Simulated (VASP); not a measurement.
Runs of VASP 6.6.1 on NaI. The structure is that of space group Fm-3m (No. 225), or close to it. The cells are those of the table. 

| task | cell | gap on the mesh (eV) | pressure (GPa) |
| --- | --- | --- | --- |
| single point | a = 4.561, b = 4.561, c = 4.573 Å, angles 59.9, 59.9, 60.2°, 2 atoms | 4.46 | (a) |
| single point | a = 4.550 Å, angles 60.0°, 2 atoms | 4.49 | 0.1 |
| relaxation of the atoms | atoms relaxed from a = 4.561 Å, angles 60.3°, 2 atoms | 4.42 | -0.1 |
| single point | a = 4.584, b = 4.584, c = 4.573 Å, angles 60.1, 60.1, 59.8°, 2 atoms | (c) | -0.2 |
| single point | a = 4.596 Å, angles 60.0°, 2 atoms | (b) | -0.4 |

Alike in all rows: level r2SCAN; potentials or basis VASP PAW PBE potentials, release 64 (Na_pv, I); no spin polarisation; k mesh 6 × 6 × 6; cutoff (eV) 520; smearing gaussian 0.01 eV.

Fill in the values left out.

(a) 0.0; (b) 4.40; (c) 4.43.

Caveats: the PAW data sets were made with another functional, which shifts forces and pressure a little; spin-orbit coupling is left out, which moves the levels of the heavy elements.

A k mesh can miss the band edges, and the runs leave out spin-orbit coupling on I.
